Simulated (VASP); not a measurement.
TaN:

```
CELL_PARAMETERS angstrom
0.00000 2.49114 2.49114
2.49114 0.00000 2.49114
2.49114 2.49114 0.00000
ATOMIC_POSITIONS crystal
Ta 0.00000 0.00000 0.00000
N 0.25000 0.25000 0.25000
```

- Program: VASP 6.6.1
- Task: relaxation of cell and atoms
- Functional: PBE
- Potentials or basis: VASP PAW PBE potentials, release 64 (Ta_pv, N)
- Cutoff: 600 eV
- k mesh: 9 × 9 × 9
- Occupations: fermi-dirac, width 0.05 eV
- Spin: no spin polarisation

At the start: pressure -25.4 GPa; volume 15.46 Å³/atom.

Question: Where does the relaxation end?

Answer: Over 5 steps the energy falls by 177.4 meV/atom and the volume is 13.48 Å³/atom (-12.8 %); space group F-43m (No. 216, to 0.05 Å).

Step by step:
```csv
step,energy change (eV),largest force (eV/Å),pressure (GPa),volume (Å³)
1,0.0000,0.0000,-25.38,30.92
2,1.0832,0.0000,98.36,21.20
3,-0.3525,0.0000,-2.55,27.24
4,-0.3546,0.0000,-0.67,27.03
5,-0.3548,0.0000,0.00,26.96
```

Final structure:
```
Ta N
1.0
     0.00000    2.37982    2.37982
     2.37982    0.00000    2.37982
     2.37982    2.37982    0.00000
Ta N
1 1
Direct
  0.00000 0.00000 0.00000
  0.25000 0.25000 0.25000
```
